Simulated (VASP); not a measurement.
# HfC (NiAs type) (P6_3/mmc) in VASP: further runs

Runs on HfC (NiAs type). Level: PBE. Tasks: single point.

All numbers are computed with VASP 6.6.1; they aren't measurements. Logs are shortened: lines on timing, memory, paths and dates and some standing lists are left out, and cuts for length are marked.

## (1) The cell of the first run

Symmetry: P6_3/mmc, No. 194, hexagonal system. Conventional cell: a = 2.774 Å, b = 2.774 Å, c = 5.116 Å, α = 90.00°, β = 90.00°, γ = 120.00°. Hf (site symmetry -3m) has 6 C at 2.05 Å and 8 Hf at 2.56 to 2.77 Å within 2.8 Å. C (site symmetry -6m2) has 6 Hf at 2.05 Å and 6 C at 2.77 Å within 2.8 Å.

## (2) Single point, PBE

The input, INCAR:

```
SYSTEM = HfC
  PREC = Accurate
  ENCUT = 520
  EDIFF = 1E-6
  ISMEAR = -1
  SIGMA = 0.05
  LREAL = .FALSE.
  LASPH = .TRUE.
  NELM = 100
  ALGO = Normal
  ISIF = 2
  LWAVE = .FALSE.
  LCHARG = .FALSE.
  GGA = PE
  NBANDS = 22
```

The input, KPOINTS:

```
regular mesh
0
G
  10 10 6
  0 0 0
```

The input, POSCAR:

```
HfC
1.0
    2.7742486996      0.0000000000      0.0000000000
   -1.3871243498      2.4025698503      0.0000000000
    0.0000000000      0.0000000000      5.1155769683
Hf C
2 2
Direct
    0.0000000000      0.0000000000      0.0000000000
    0.0000000000      0.0000000000      0.5000000000
    0.3333333333      0.6666666667      0.2500000000
    0.6666666667      0.3333333333      0.7500000000
```

Potentials or basis: VASP PAW PBE potentials, release 64 (Hf_pv, C).

Command:

```
cat potpaw_PBE.64/Hf_pv/POTCAR potpaw_PBE.64/C/POTCAR > POTCAR
mpirun -np 1 vasp_std > vasp.out
```

OUTCAR:

```text
SYSTEM = HfC
   PREC = Accurate
   ENCUT = 520
   EDIFF = 1E-6
   ISMEAR = -1
   LREAL = .FALSE.
   LASPH = .TRUE.
   NELM = 100
   ISIF = 2
   GGA = PE

 ion  position               nearest neighbor table
   1  0.000  0.000  0.000-   3 2.05   4 2.05   4 2.05   3 2.05   4 2.05   3 2.05   2 2.56   2 2.56
                             2 3.77   2 3.77   2 3.77   2 3.77   2 3.77   2 3.77   2 3.77   2 3.77
   2  0.000  0.000  0.500-   3 2.05   4 2.05   4 2.05   3 2.05   4 2.05   3 2.05   1 2.56   1 2.56
                             1 3.77   1 3.77   1 3.77   1 3.77   1 3.77   1 3.77   1 3.77   1 3.77
   3  0.333  0.667  0.250-   1 2.05   2 2.05   1 2.05   2 2.05   1 2.05   2 2.05
   4  0.667  0.333  0.750-   1 2.05   2 2.05   1 2.05   2 2.05   1 2.05   2 2.05

  LATTYP: Found a hexagonal cell.
 ALAT       =     2.7742486996
 C/A-ratio  =     1.8439503888

  Lattice vectors:

 A1 = (   2.7742486996,   0.0000000000,   0.0000000000)
 A2 = (  -1.3871243498,   2.4025698503,   0.0000000000)
 A3 = (   0.0000000000,   0.0000000000,   5.1155769683)

Analysis of symmetry for initial positions (statically):
=====================================================================
 Subroutine PRICEL returns:
 Original cell was already a primitive cell.

 Routine SETGRP: Setting up the symmetry group for a
 hexagonal supercell.

 Subroutine GETGRP returns: Found 24 space group operations
 (whereof 12 operations were pure point group operations)
 out of a pool of 24 trial point group operations.

The static configuration has the point symmetry D_3d.
 The point group associated with its full space group is D_6h.

Analysis of symmetry for dynamics (positions and initial velocities):
=====================================================================
 Subroutine PRICEL returns:
 Original cell was already a primitive cell.

 Routine SETGRP: Setting up the symmetry group for a
 hexagonal supercell.

 Subroutine GETGRP returns: Found 24 space group operations
 (whereof 12 operations were pure point group operations)
 out of a pool of 24 trial point group operations.

The dynamic configuration has the point symmetry D_3d.
 The point group associated with its full space group is D_6h.

 Subroutine INISYM returns: Found 24 space group operations
 (whereof 12 operations are pure point group operations),
 and found     1 'primitive' translations

----------------------------------------------------------------------------------------

                                     Primitive cell

  volume of cell :      34.0970

  direct lattice vectors                    reciprocal lattice vectors
     2.774248700  0.000000000  0.000000000     0.360457950  0.208110495  0.000000000
    -1.387124350  2.402569850  0.000000000     0.000000000  0.416220989  0.000000000
     0.000000000  0.000000000  5.115576968     0.000000000  0.000000000  0.195481371

  length of vectors
     2.774248700  2.774248700  5.115576968     0.416220989  0.416220989  0.195481371

  position of ions in fractional coordinates (direct lattice)
     0.000000000  0.000000000  0.000000000
     0.000000000  0.000000000  0.500000000
     0.333333333  0.666666667  0.250000000
     0.666666667  0.333333333  0.750000000

  ion indices of the primitive-cell ions
   primitive index   ion index
                 1           1
                 2           2
                 3           3
                 4           4

----------------------------------------------------------------------------------------

 KPOINTS: regular mesh

Automatic generation of k-mesh.
 Grid dimensions read from file:
 generate k-points for:   10   10    6

 Generating k-lattice:

  Cartesian coordinates                     Fractional coordinates (reciprocal lattice)
     0.036045795  0.020811049  0.000000000     0.100000000  0.000000000  0.000000000
     0.000000000  0.041622099  0.000000000     0.000000000  0.100000000  0.000000000
     0.000000000  0.000000000  0.032580229     0.000000000  0.000000000  0.166666667

  Length of vectors
     0.041622099  0.041622099  0.032580229

  Shift w.r.t. Gamma in fractional coordinates (k-lattice)
     0.000000000  0.000000000  0.000000000

 Subroutine IBZKPT returns following result:
 ===========================================

 Found     56 irreducible k-points:

 Following reciprocal coordinates:
            Coordinates               Weight
  0.000000  0.000000  0.000000      1.000000
  0.100000 -0.000000  0.000000      6.000000
  0.200000 -0.000000  0.000000      6.000000
  0.300000  0.000000  0.000000      6.000000
  0.400000  0.000000  0.000000      6.000000
  0.500000  0.000000  0.000000      3.000000
[... 16 lines left out ...]
  0.300000  0.100000  0.166667     24.000000
  0.400000  0.100000  0.166667     24.000000
 [... further k-points ...]
   k-points           NKPTS =     56   k-points in BZ     NKDIM =     56   number of bands    NBANDS=     22
   number of dos      NEDOS =    301   number of ions     NIONS =      4
   total plane-waves  NPLWV =  23040
   dimension x,y,z NGX =    24 NGY =   24 NGZ =   40
   dimension x,y,z NGXF=    48 NGYF=   48 NGZF=   80
   ions per type =               2   2
   NGX,Y,Z   is equivalent  to a cutoff of  14.38, 14.38, 13.00 a.u.
   NGXF,Y,Z  is equivalent  to a cutoff of  28.76, 28.76, 26.00 a.u.
 SYSTEM =  HfC
   PREC   = accura    normal or accurate (medium, high low for compatibility)
   ISTART =      0    job   : 0-new  1-cont  2-samecut
   ICHARG =      2    charge: 1-file 2-atom 10-const
   ISPIN  =      1    spin polarized calculation?
   LNONCOLLINEAR =      F non collinear calculations
   LSORBIT =      F    spin-orbit coupling
   LASPH  =      T    aspherical Exc in radial PAW
   ENCUT  =  520.0 eV  38.22 Ry    6.18 a.u.   5.16  5.16  9.51*2*pi/ulx,y,z
   NELM   =    100;   NELMIN=  2; NELMDL= -5     # of ELM steps
   EDIFF  = 0.1E-05   stopping-criterion for ELM
   LREAL  =      F    real-space projection
   EDIFFG = 0.1E-04   stopping-criterion for IOM
   NSW    =      0    number of steps for IOM
   IBRION =     -1    ionic relax: 0-MD 1-quasi-New 2-CG
   NFREE  =      0    steps in history (QN), initial steepest desc. (CG)
   ISIF   =      2    stress and relaxation
   ISYM   =      2    0-nonsym 1-usesym 2-fastsym
   POTIM  = 0.5000    time-step for ionic-motion
   TEBEG  =    0.0;   TEEND  =   0.0 temperature during run
   PSTRESS=    0.0 pullay stress
   NELECT =      28.0000    total number of electrons
   NUPDOWN=      -1.0000    fix difference up-down
   EMIN   =  10.00;   EMAX   =-10.00  energy-range for DOS
   EFERMI =   0.00;   METHOD = LEGACY
   ISMEAR =    -1;   SIGMA  =   0.05  broadening in eV -4-tet -1-fermi 0-gaus
   EFERMI_NEDOS =   21; number of points for ismear=-14 and -15
   IALGO  =     38    algorithm
   IMIX   =      4    mixing-type and parameters
     AMIX     =   0.40;   BMIX     =  1.00
     AMIX_MAG =   1.60;   BMIX_MAG =  1.00
  volume/ion in A,a.u.               =       8.52        57.52
  Fermi-wavevector in a.u.,A,eV,Ry     =   1.533047  2.897039 31.976867  2.350233
  Thomas-Fermi vector in A             =   2.640168
   LORBIT       =      0    0 simple, 1 ext, 2 COOP (PROOUT), +10 PAW based schemes
   GGA     = PE    functional components
   LHFCALC =     F    Hartree Fock is set to
   AEXX    =    0.0000 exact exchange contribution
   IVDW    =     0    specifies the selected vdW correction
   LEPSILON=     F    determine dielectric tensor
   LRPA    =     F    only Hartree local field effects (RPA)
 non-spin polarized calculation
  energy-cutoff  :      520.00
  volume of cell :       34.10
 maximum number of plane-waves:       932
 NGX is ok and might be reduce to    24
   NGX = 11   NGY = 11   NGZ = 19

 number of electron      28.0000001 magnetization

 Free energy of the ion-electron system (eV)
  ---------------------------------------------------
  ext. energy  EPLUGINS =         0.00000000
  ---------------------------------------------------
  free energy    TOTEN  =       -30.91779689 eV

  energy without entropy =      -30.90816433  energy(sigma->0) =      -30.91298061

 E-fermi :   9.5626     XC(G=0): -14.2905

 val. band max:        9.5493336340   @ k =   0.4000   0.0000   0.3333
 cond. band min:       9.5910289322   @ k =   0.1000  -0.0000   0.1667
 fundamental gap:      0.0416952982
 Fermi energy:         9.5626403082

 k-point     1 :       0.0000    0.0000    0.0000
  band No.  band energies     occupation
      1     -21.6215      2.00000
      2     -18.6008      2.00000
      3     -18.6008      2.00000
      4     -18.2993      2.00000
      5     -18.2251      2.00000
      6     -18.2251      2.00000
[... 14 lines left out ...]
     21      19.0023      0.00000
     22      19.0023      0.00000

 k-point     2 :       0.1000   -0.0000    0.0000
  band No.  band energies     occupation
      1     -21.5566      2.00000
      2     -18.9094      2.00000
      3     -18.6618      2.00000
      4     -18.4849      2.00000
      5     -18.2761      2.00000
      6     -18.2624      2.00000
[... 14 lines left out ...]
     21      19.0058      0.00000
     22      19.6960      0.00000

 k-point     3 :       0.2000   -0.0000    0.0000
  band No.  band energies     occupation
      1     -21.3821      2.00000
      2     -19.6482      2.00000
      3     -19.1221      2.00000
      4     -18.8178      2.00000
      5     -18.4074      2.00000
      6     -18.1648      2.00000
[... 14 lines left out ...]
     21      19.4368      0.00000
     22      21.0002      0.00000
[... 476 lines left out ...]
 k-point    23 :       0.3000    0.1000    0.1667
  band No.  band energies     occupation
      1     -20.8636      2.00000
      2     -20.7207      2.00000
      3     -20.1627      2.00000
      4     -19.2125      2.00000
      5     -18.8039      2.00000
      6     -18.2170      2.00000
[... 14 lines left out ...]
     21      20.2139      0.00000
     22      21.6205      0.00000

 k-point    24 :       0.4000    0.1000    0.1667
  band No.  band energies     occupation
      1     -21.1031      2.00000
      2     -20.7149      2.00000
      3     -20.5062      2.00000
      4     -19.3441      2.00000
      5     -18.9186      2.00000
      6     -18.1403      2.00000
[... 14 lines left out ...]
     21      20.8448      0.00000
     22      21.7978      0.00000

 [... further k-points ...]

------------------------ aborting loop because EDIFF is reached ----------------------------------------

  FORCE on cell =-STRESS in cart. coord.  units (eV):
  Direction    XX          YY          ZZ          XY          YZ          ZX
  --------------------------------------------------------------------------------------
  -------------------------------------------------------------------------------------
  Total       45.8927726     45.8927726     45.3589367      0.0000000      0.0000000      0.0000000
  in kB     2156.4472601   2156.4472601   2131.3629396      0.0000000      0.0000000      0.0000000
  external PRESSURE =    2148.0858199 kB  Pullay stress =       0.0000000 kB

 VOLUME and BASIS-vectors are now :
 -----------------------------------------------------------------------------
  energy-cutoff  :      520.00
  volume of cell :       34.10
      direct lattice vectors                 reciprocal lattice vectors
     2.774248700  0.000000000  0.000000000     0.360457950  0.208110495  0.000000000
    -1.387124350  2.402569850  0.000000000     0.000000000  0.416220989  0.000000000
     0.000000000  0.000000000  5.115576968     0.000000000  0.000000000  0.195481371

 POSITION                                       TOTAL-FORCE (eV/Angst)
 -----------------------------------------------------------------------------------
      0.00000      0.00000      0.00000         0.000000      0.000000     -0.000000
      0.00000      0.00000      2.55779         0.000000      0.000000     -0.000000
     -0.00000      1.60171      1.27889        -0.000000      0.000000      0.000000
      1.38712      0.80086      3.83668         0.000000     -0.000000     -0.000000
 -----------------------------------------------------------------------------------
    total drift:                               -0.000000      0.000000      0.000000

  FREE ENERGIE OF THE ION-ELECTRON SYSTEM (eV)
  ---------------------------------------------------
  free  energy   TOTEN  =       -30.9177968946 eV

  energy  without entropy=      -30.9081643324  energy(sigma->0) =      -30.91298061
```

Wall time 26 s (1 thread of Intel Xeon Platinum 8488C (Sapphire Rapids), shared host); peak memory 0.17 GiB.

Results:

| Quantity | Value |
| --- | --- |
| Free energy | -30.9178 eV |
| Pressure | 214.8 GPa |
| Band gap on the k mesh | zero (bands 14 and 15 overlap by 2.26 eV) |

Stress tensor (GPa, compression positive):
```
215.64   0.00   0.00
  0.00 215.64   0.00
  0.00   0.00 213.14
```

Caveat: the cell stands under pressure; spin-orbit coupling is left out, which moves the levels of the heavy elements.

## (3) Single point, PBE

This run uses another cell than the first one, of 9.59 Å³/atom.

The input, INCAR:

```
SYSTEM = HfC
ALGO = Normal
EDIFF = 1E-7
ENCUT = 520
GGA = PE
ISIF = 2
ISMEAR = -1
LASPH = .True.
LCHARG = .False.
LREAL = .False.
LWAVE = .False.
NBANDS = 22
NELM = 60
PREC = Accurate
SIGMA = 0.05
```

The input, KPOINTS:

```
k-points
0
Gamma
  10 10 6
  0 0 0
```

The input, POSCAR:

```
HfC
1.0
    2.8970965407      0.0000000000      0.0000000000
   -1.4485482703      2.5089592014      0.0000000000
    0.0000000000      0.0000000000      5.2773025479
Hf C
2 2
Direct
    0.0000000000      0.0000000000      0.0000000000
    0.0000000000      0.0000000000      0.5000000000
    0.3333333333      0.6666666667      0.2500000000
    0.6666666667      0.3333333333      0.7500000000
```

Potentials or basis: VASP PAW PBE potentials, release 64 (Hf_pv, C).

Command:

```
cat potpaw_PBE.64/Hf_pv/POTCAR potpaw_PBE.64/C/POTCAR > POTCAR
mpirun -np 1 vasp_std > vasp.out
```

It took 34 s on 1 thread of Intel Xeon Platinum 8488C (Sapphire Rapids), shared host; peak memory 0.18 GiB.

Results (log left out):

```yaml
Free_energy: -35.3989 eV
Pressure: 128.2 GPa
Band_gap_on_the_k_mesh: zero (bands 14 and 15 overlap by 2.12 eV)
```

Stress tensor (GPa, compression positive):
```
128.82   0.00   0.00
  0.00 128.82   0.00
  0.00   0.00 127.11
```

Levels at points of the mesh, in eV from the Fermi level:
| k point | band 10 | band 11 | band 12 | band 13 | band 14 | band 15 | band 16 | band 17 | band 18 | band 19 |
| --- | --- | --- | --- | --- | --- | --- | --- | --- | --- | --- |
| (0.00, 0.00, 0.00) | -3.17 | -3.17 | -2.22 | 0.92 | 1.69 | 1.69 | 2.49 | 2.49 | 2.54 | 2.54 |
| (0.50, 0.00, 0.00) | -5.29 | -3.63 | -1.94 | -1.76 | -0.13 | 0.87 | 1.78 | 7.21 | 8.17 | 8.25 |
| (0.00, 0.00, 0.50) | -3.55 | -1.72 | -1.72 | -1.72 | -1.72 | 3.44 | 3.44 | 4.04 | 4.04 | 4.04 |
| (0.50, 0.00, 0.50) | -5.44 | -2.12 | -2.12 | -1.85 | -1.85 | 1.36 | 1.36 | 8.02 | 8.02 | 8.73 |

Caveat: the cell stands under pressure; spin-orbit coupling is left out, which moves the levels of the heavy elements.

(Part 1 of 2 ends here.)
